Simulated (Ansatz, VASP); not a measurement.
**One calculation of F, two programs**

INCAR

```
PREC = Accurate ; ENCUT = 520
EDIFF = 1E-6 ; ISMEAR = 0
SIGMA = 0.05 ; LREAL = F
LASPH = T ; NELM = 80
ALGO = Normal ; ISIF = 2
LWAVE = F ; LCHARG = F
GGA = PS ; NBANDS = 22
```

KPOINTS

```
Automatic mesh
0
Gamma
  4 4 2
```

POSCAR

```
F
1.0
    3.0500358212     -1.7529601194     -0.2352450747
    3.0500358212      1.7529601194     -0.2352450747
   -2.2933939439      0.0000000000      7.0201251153
F
4
Direct
    0.0848459664      0.0848459664      0.0940038325
    0.9151540336      0.9151540336      0.9059961675
    0.5015719855      0.5015719855      0.5937195244
    0.4984280145      0.4984280145      0.4062804756
```

Input for Ansatz:

```yaml
crystal:
  lattice:
    - [3.0500358212, -1.7529601194, -0.2352450747]
    - [3.0500358212, 1.7529601194, -0.2352450747]
    - [-2.2933939439, 0.0, 7.0201251153]
  atoms:
    - { symbol: F, position: [0.0848459664, 0.0848459664, 0.0940038325] }
    - { symbol: F, position: [0.9151540336, 0.9151540336, 0.9059961675] }
    - { symbol: F, position: [0.5015719855, 0.5015719855, 0.5937195244] }
    - { symbol: F, position: [0.4984280145, 0.4984280145, 0.4062804756] }
basis:
  ecutwfc: 520.0
kpoints:
  mp_grid: { grid: [4, 4, 2] }
hamiltonian:
  xc: pbesol
scf:
  occupations: { method: gaussian, width: 0.05 }
output:
  forces: true
  stress: true
  eigenvalues: true
```

Change from the starting cell: volume 18.294 Å^3 an atom, stretch along a over the lengths across it, relative to the relaxed cell 1.0000.

Alike in both runs: task single point; functional PBEsol; k mesh 4 × 4 × 2; occupations gaussian, width 0.05 eV; no spin polarisation.

```csv
,VASP,Ansatz
version,VASP 6.6.1,Ansatz 0.2.0
potentials or method,"VASP PAW PBE potentials, release 64 (F), cutoff 520 eV","scalar-relativistic, plane waves, PAW"
valence electrons in the cell,28,28
```

VASP gave:

```
gap on the k mesh at the Fermi level (eV)                     : 3.26
least direct gap on the mesh (eV)                             : 3.35
pressure (GPa)                                                : 2.4
traceless stress, the component that is largest in VASP (GPa) : 4.53
rms of the force components (eV/Å)                            : 0.803
```

Question: Which values does Ansatz return?

Answer: gap on the k mesh at the Fermi level (eV): 3.34; least direct gap on the mesh (eV): 3.44; pressure (GPa): 1.9; traceless stress, the component that is largest in VASP (GPa): 2.95; rms of the force components (eV/Å): 0.524.

VASP's potentials were made for PBE, not for PBEsol. Atom by atom the forces differ by 0.279 eV/Å (rms over components).

The k mesh is coarse, so the values compare programs but aren't converged.
